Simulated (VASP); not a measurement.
Set up this calculation in VASP 6.6.1, as the native input.

```yaml
Task: electric field gradients
Functional: PBEsol
Potentials_or_basis: VASP PAW PBE potentials, release 64 (Pd)
Cutoff: 520 eV
k_mesh: 7 × 7 × 7
Occupations: fermi-dirac, width 0.05 eV
Spin: no spin polarisation
Dipole_correction: no
Further_INCAR_settings: ALGO = Normal; EDIFF = 1e-08; NBANDS = 50
```

The structure of Pd lies in POSCAR:

```
Pd
1.0
    0.0000000000      3.8930000000      3.8930000000
    3.8930000000      0.0000000000      3.8930000000
    3.8930000000      3.8930000000      0.0000000000
Pd
8
Direct
    0.0000000000      0.0000000000      0.0000000000
    0.0000000000      0.0000000000      0.5000000000
    0.0000000000      0.5000000000      0.0000000000
    0.0000000000      0.5000000000      0.5000000000
    0.5000000000      0.0000000000      0.0000000000
    0.5000000000      0.0000000000      0.5000000000
    0.5000000000      0.5000000000      0.0000000000
    0.5000000000      0.5000000000      0.5000000000
```

One way to write it, as run:

INCAR

```
SYSTEM = Pd
ALGO     = Normal         ! electronic algorithm
EDIFF    = 1E-8           ! SCF threshold, eV
ENCUT    = 520            ! plane-wave cutoff, eV
GGA      = PS             ! functional
ISIF     = 2              ! what is computed and relaxed
ISMEAR   = -1             ! smearing method
LASPH    = .TRUE.         ! aspherical terms in the spheres
LCHARG   = .FALSE.        ! write CHGCAR
LEFG     = .TRUE.       
LREAL    = .FALSE.        ! projectors in reciprocal space
LWAVE    = .FALSE.        ! write WAVECAR
NBANDS   = 50             ! bands
NELM     = 100            ! most SCF steps
PREC     = Accurate       ! precision mode
SIGMA    = 0.05           ! smearing width, eV
```

KPOINTS

```
k-points
0
G
  7 7 7
  0 0 0
```

Potentials or basis: VASP PAW PBE potentials, release 64 (Pd).

Run with:

```console
$ cat potpaw_PBE.64/Pd/POTCAR > POTCAR
$ mpirun -np 1 vasp_std > vasp.out
```

It gave:

```
Pressure                                : -2.8 GPa
Band gap on the k mesh                  : zero (bands 40 and 41 overlap by 0.45 eV)
Largest electric field gradient by atom : zero within the noise of the run
```

Caveat: the PAW data sets were made with another functional, which shifts forces and pressure a little.

Wall time 89 s on 1 thread of Intel(R) Xeon(R) Platinum 8488C (Sapphire Rapids), on a shared host, peak memory 0.29 GiB.
